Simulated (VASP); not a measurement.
# BaSi3 (Pm-3m) in VASP: density of states with PBE

Aim: the density of states of BaSi3 with PBE.

All numbers are computed with VASP 6.6.1; they aren't measurements. Logs are shortened: lines on timing, memory, paths and dates and some standing lists are left out, and cuts for length are marked.

### 1 The cell of the first run

It takes space group Pm-3m (No. 221, cubic). Conventional cell: a = 4.487 Å, b = 4.487 Å, c = 4.487 Å, α = 90.00°, β = 90.00°, γ = 90.00°. Within 4.2 Å of Ba (site symmetry m-3m) lie 12 Si at 3.17 Å. Within 4.2 Å of Si (site symmetry 4/mmm) lie 4 Ba at 3.17 Å and 8 Si at 3.17 Å.

### 2 Density of states, PBE

Contents of POSCAR:

```
BaSi3
1.0
    4.4872196948      0.0000000000      0.0000000000
    0.0000000000      4.4872196948      0.0000000000
    0.0000000000      0.0000000000      4.4872196948
Ba Si
1 3
Direct
    0.0000000000      0.0000000000      0.0000000000
    0.0000000000      0.5000000000      0.5000000000
    0.5000000000      0.5000000000      0.0000000000
    0.5000000000      0.0000000000      0.5000000000
```

Contents of INCAR.step1:

```
SYSTEM = BaSi3
PREC = Accurate
ENCUT = 520
EDIFF = 1E-6
ISMEAR = 0
SIGMA = 0.05
LREAL = .False.
LASPH = .True.
NELM = 60
ALGO = Normal
ISIF = 2
LWAVE = .False.
LCHARG = .True.
GGA = PE
NBANDS = 19
```

Contents of KPOINTS.step1:

```
regular mesh
0
Gamma
  8 8 8
  0 0 0
```

Contents of INCAR.step2:

```
SYSTEM = BaSi3
PREC = Accurate
ENCUT = 520
EDIFF = 1E-6
ISMEAR = -5
SIGMA = 0.05
LREAL = .False.
LASPH = .True.
NELM = 60
ALGO = Normal
ISIF = 2
LWAVE = .False.
LCHARG = .False.
GGA = PE
LORBIT = 11
NEDOS = 1001
ICHARG = 11
```

Contents of KPOINTS.step2:

```
regular mesh
0
Gamma
  12 12 12
  0 0 0
```

Potentials or basis: VASP PAW PBE potentials, release 64 (Ba_sv, Si).

Run with:

```console
$ cat potpaw_PBE.64/Ba_sv/POTCAR potpaw_PBE.64/Si/POTCAR > POTCAR
$ cp INCAR.step1 INCAR
$ cp KPOINTS.step1 KPOINTS
$ mpirun -np 1 vasp_std > vasp.out
$ cp INCAR.step2 INCAR
$ cp KPOINTS.step2 KPOINTS
$ mpirun -np 1 vasp_std > vasp.out
```

OUTCAR:

```text
SYSTEM = BaSi3
   PREC = Accurate
   ENCUT = 520
   EDIFF = 1E-6
   ISMEAR = -5
   LREAL = .False.
   LASPH = .True.
   NELM = 60
   ISIF = 2
   GGA = PE
   LORBIT = 11
   ICHARG = 11

 ion  position               nearest neighbor table
   1  0.000  0.000  0.000-   2 3.17   3 3.17   4 3.17   2 3.17   4 3.17   2 3.17   3 3.17   2 3.17
                             3 3.17   4 3.17   4 3.17   3 3.17
   2  0.000  0.500  0.500-   1 3.17   1 3.17   1 3.17   1 3.17
   3  0.500  0.500  0.000-   1 3.17   1 3.17   1 3.17   1 3.17
   4  0.500  0.000  0.500-   1 3.17   1 3.17   1 3.17   1 3.17

  LATTYP: Found a simple cubic cell.
 ALAT       =     4.4872196948

  Lattice vectors:

 A1 = (   4.4872196948,   0.0000000000,   0.0000000000)
 A2 = (   0.0000000000,   4.4872196948,   0.0000000000)
 A3 = (   0.0000000000,   0.0000000000,   4.4872196948)

Analysis of symmetry for initial positions (statically):
=====================================================================
 Subroutine PRICEL returns:
 Original cell was already a primitive cell.

 Routine SETGRP: Setting up the symmetry group for a
 simple cubic supercell.

 Subroutine GETGRP returns: Found 48 space group operations
 (whereof 48 operations were pure point group operations)
 out of a pool of 48 trial point group operations.

The static configuration has the point symmetry O_h .

Analysis of symmetry for dynamics (positions and initial velocities):
=====================================================================
 Subroutine PRICEL returns:
 Original cell was already a primitive cell.

 Routine SETGRP: Setting up the symmetry group for a
 simple cubic supercell.

 Subroutine GETGRP returns: Found 48 space group operations
 (whereof 48 operations were pure point group operations)
 out of a pool of 48 trial point group operations.

The dynamic configuration has the point symmetry O_h .

 Subroutine INISYM returns: Found 48 space group operations
 (whereof 48 operations are pure point group operations),
 and found     1 'primitive' translations

----------------------------------------------------------------------------------------

                                     Primitive cell

  volume of cell :      90.3508

  direct lattice vectors                    reciprocal lattice vectors
     4.487219695  0.000000000  0.000000000     0.222855146  0.000000000  0.000000000
[... 112 lines left out ...]
     AMIX_MAG =   1.60;   BMIX_MAG =  1.00
  volume/ion in A,a.u.               =      22.59       152.43
  Fermi-wavevector in a.u.,A,eV,Ry     =   1.022284  1.931837 14.218977  1.045065
  Thomas-Fermi vector in A             =   2.155955
   LORBIT       =     11    0 simple, 1 ext, 2 COOP (PROOUT), +10 PAW based schemes
   GGA     = PE    functional components
   LHFCALC =     F    Hartree Fock is set to
   AEXX    =    0.0000 exact exchange contribution
   IVDW    =     0    specifies the selected vdW correction
   LEPSILON=     F    determine dielectric tensor
   LRPA    =     F    only Hartree local field effects (RPA)
 non-spin polarized calculation
 Fermi weights with tetrahedron method with Bloechl corrections
  energy-cutoff  :      520.00
  volume of cell :       90.35
 maximum number of plane-waves:      2469
 NGX is ok and might be reduce to    36

 number of electron      22.0000002 magnetization

 Free energy of the ion-electron system (eV)
  ---------------------------------------------------
  ext. energy  EPLUGINS =         0.00000000
  ---------------------------------------------------
  free energy    TOTEN  =       -16.56039443 eV

  energy without entropy =      -16.56039443  energy(sigma->0) =      -16.56039443

 E-fermi :   5.3479     XC(G=0):  -9.9829

 val. band max:        5.3524233494   @ k =   0.4167   0.0833   0.0000
 cond. band min:       5.1656056382   @ k =   0.5000   0.5000   0.0000
 fundamental gap:     -0.1868177111
 Fermi energy:         5.3478676698

 k-point     1 :       0.0000    0.0000    0.0000
  band No.  band energies     occupation
      1     -21.2129      2.00000
      2      -6.7105      2.00000
      3      -6.7105      2.00000
      4      -6.7105      2.00000
      5      -4.5088      2.00000
      6       0.1433      2.00000
      7       0.1433      2.00000
      8       3.4656      2.00000
      9       3.4656      2.00000
     10       3.4656      2.00000
     11       6.9841      0.00000
     12       6.9841      0.00000
     13       6.9841      0.00000
     14       8.1693      0.00000
[... 401 lines left out ...]
      2      -7.3142      2.00000
      3      -7.1433      2.00000
      4      -6.5844      2.00000
      5      -2.4261      2.00000
      6      -1.1369      2.00000
      7      -0.5746      2.00000
      8       2.5281      2.00000
      9       3.6219      2.00000
     10       4.3735      2.00000
     11       4.4655      2.00000
     12       6.0676      0.00000
     13       6.2327      0.00000
     14       6.5069      0.00000
     15       7.9288      0.00000

 [... further k-points ...]

------------------------ aborting loop because EDIFF is reached ----------------------------------------

  FORCE on cell =-STRESS in cart. coord.  units (eV):
  Direction    XX          YY          ZZ          XY          YZ          ZX
  --------------------------------------------------------------------------------------
  -------------------------------------------------------------------------------------
  Total        0.4327391      0.4327391      0.4327391      0.0000000     -0.0000000      0.0000000
  in kB        7.6736984      7.6736984      7.6736984      0.0000000     -0.0000000      0.0000000
  external PRESSURE =       7.6736984 kB  Pullay stress =       0.0000000 kB

 VOLUME and BASIS-vectors are now :
 -----------------------------------------------------------------------------
  energy-cutoff  :      520.00
  volume of cell :       90.35
      direct lattice vectors                 reciprocal lattice vectors
     4.487219695  0.000000000  0.000000000     0.222855146  0.000000000  0.000000000
     0.000000000  4.487219695  0.000000000     0.000000000  0.222855146  0.000000000
     0.000000000  0.000000000  4.487219695     0.000000000  0.000000000  0.222855146

 POSITION                                       TOTAL-FORCE (eV/Angst)
 -----------------------------------------------------------------------------------
      0.00000      0.00000      0.00000         0.000000      0.000000      0.000000
      0.00000      2.24361      2.24361         0.000000      0.000000      0.000000
      2.24361      2.24361      0.00000         0.000000      0.000000      0.000000
      2.24361      0.00000      2.24361         0.000000      0.000000      0.000000
 -----------------------------------------------------------------------------------
    total drift:                               -0.000000     -0.000000      0.000000

  FREE ENERGIE OF THE ION-ELECTRON SYSTEM (eV)
  ---------------------------------------------------
  free  energy   TOTEN  =       -16.5603944305 eV

  energy  without entropy=      -16.5603944305  energy(sigma->0) =      -16.56039443

 total charge

# of ion       s       p       d       tot
------------------------------------------
    1        2.028   5.579   0.631   8.238
    2        0.872   0.656   0.000   1.528
    3        0.872   0.656   0.000   1.528
    4        0.872   0.656   0.000   1.528
--------------------------------------------------
tot          4.644   7.548   0.631  12.823
```

It took 61 s on 1 thread of AMD EPYC 9R45 (Zen 5), shared host; peak memory 0.24 GiB.

What came out:

| Property | Result |
| --- | --- |
| Valence electrons inside the program's atomic spheres | Ba 8.24; Si 1.53 |

Levels at points of the mesh, in eV from the Fermi level:
```tsv
k point	band 9	band 10	band 11	band 12	band 13	band 14
(0.00, 0.00, 0.00)	-1.88	-1.88	1.64	1.64	1.64	2.82
(0.50, 0.00, 0.00)	-2.41	-1.67	0.48	0.48	0.98	1.09
(0.50, 0.50, 0.00)	-1.16	-1.16	-0.64	-0.18	1.23	1.23
(0.50, 0.50, 0.50)	-1.43	-1.43	-1.43	4.30	4.85	4.85
```

Caveat: spin-orbit coupling is left out, which moves the levels of the heavy elements; tetrahedron occupations give inexact forces and stress in metals.
